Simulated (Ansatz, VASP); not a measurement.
**One calculation of MgO, two programs**

```xyz
4
Lattice="3.4864 0.0000 0.0000 -1.7432 3.2004 0.0000 0.0000 0.0000 4.1780" Properties=species:S:1:pos:R:3 pbc="T T T"
Mg    1.7432    1.0668    3.1335
Mg    0.0000    2.1336    1.0445
O     1.7432    1.0668    1.0445
O     0.0000    2.1336    3.1335
```

Change from the starting cell: strain +0.0600 x Voigt [0, 1, 0, 0, 0, 0], atoms carried along.

Alike in both runs: task single point; functional PBE; k mesh 6 × 6 × 6; occupations gaussian, width 0.05 eV; no spin polarisation.

|  | VASP | Ansatz |
| --- | --- | --- |
| version | VASP 6.6.1 | Ansatz 0.2.0 |
| potentials or method | VASP PAW PBE potentials, release 64 (Mg, O), cutoff 520 eV | scalar-relativistic, plane waves, PAW |
| valence electrons in the cell | 16 | 32 |

|  | VASP | Ansatz | Ansatz less VASP |
| --- | --- | --- | --- |
| gap on the k mesh at the Fermi level (eV) | 3.18 | 3.20 | +0.017 |
| least direct gap on the mesh (eV) | 3.18 | 3.20 | +0.017 |
| pressure (GPa) | -2.8 | -2.3 | +0.53 |
| traceless stress, the component that is largest in VASP (GPa) | -5.31 | -5.29 | +0.022 |
| rms of the force components (eV/Å) | 0.180 | 0.178 | -0.0019 |

Atom by atom the forces differ by 0.002 eV/Å (rms over components). The functional is the same, so the differences come from potentials, cutoffs and numerics. VASP's potentials hold 16 valence electrons a cell and Ansatz's 32, so a difference there can come from the potentials and not from the codes.
